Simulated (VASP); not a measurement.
Wanted: the native input for a VASP 6.6.1 run.

| Quantity | Value |
| --- | --- |
| Task | relaxation of the atoms |
| Functional | PBEsol |
| Potentials or basis | VASP PAW PBE potentials, release 64 (Cd, Se) |
| Cutoff | 450 eV |
| k mesh | 6 × 6 × 6 |
| Occupations | gaussian, width 0.01 eV |
| Spin | no spin polarisation |
| Dipole correction | no |
| Further INCAR settings | ALGO = Normal; EDIFF = 1e-07; IBRION = 2; EDIFFG = -0.002; NSW = 50 |

The structure of CdSe lies in POSCAR:

```
CdSe
1.0
   -0.0152067354      3.0337437075      3.0337437075
    3.0337437075     -0.0152067354      3.0337437075
    3.0337437075      3.0337437075     -0.0152067354
Cd Se
1 1
Direct
    0.0000000000      0.0000000000      0.0000000000
    0.7500000000      0.7500000000      0.7500000000
```

This cell differs from its parent crystal: equal xy, yz and zx engineering shears of -0.5 %.

These files were run (other wordings do the same):

INCAR

```
ALGO = Normal
EDIFF = 1E-7
EDIFFG = -0.002
ENCUT = 450
GGA = PS
GGA_COMPAT = False
IBRION = 2
ISIF = 2
ISMEAR = 0
LASPH = True
LCHARG = False
LREAL = False
LWAVE = False
NELM = 120
NELMIN = 4
NSW = 50
PREC = Accurate
SIGMA = 0.01
```

KPOINTS

```
k-points
0
Gamma
  6 6 6
```

Potentials or basis: VASP PAW PBE potentials, release 64 (Cd, Se).

Command:

```sh
$ cat potpaw_PBE.64/Cd/POTCAR potpaw_PBE.64/Se/POTCAR > POTCAR
$ mpirun -np 1 vasp_std > vasp.out
```

It gave:

```
Energy gained by relaxing : 0.2 meV/atom
Ionic steps               : 4
Pressure after relaxing   : 0.2 GPa
Band gap on the k mesh    : 0.46 eV
```

Caveat: the cell differs from its parent crystal (equal xy, yz and zx engineering shears of -0.5 %); semilocal functionals underestimate gaps, and a narrow one can read as zero; the PAW data sets were made with another functional, which shifts forces and pressure a little.

Wall time 24 s on 1 thread of AMD EPYC 9R45 96-Core Processor (Zen 5), with other jobs on the host, peak memory 0.15 GiB.
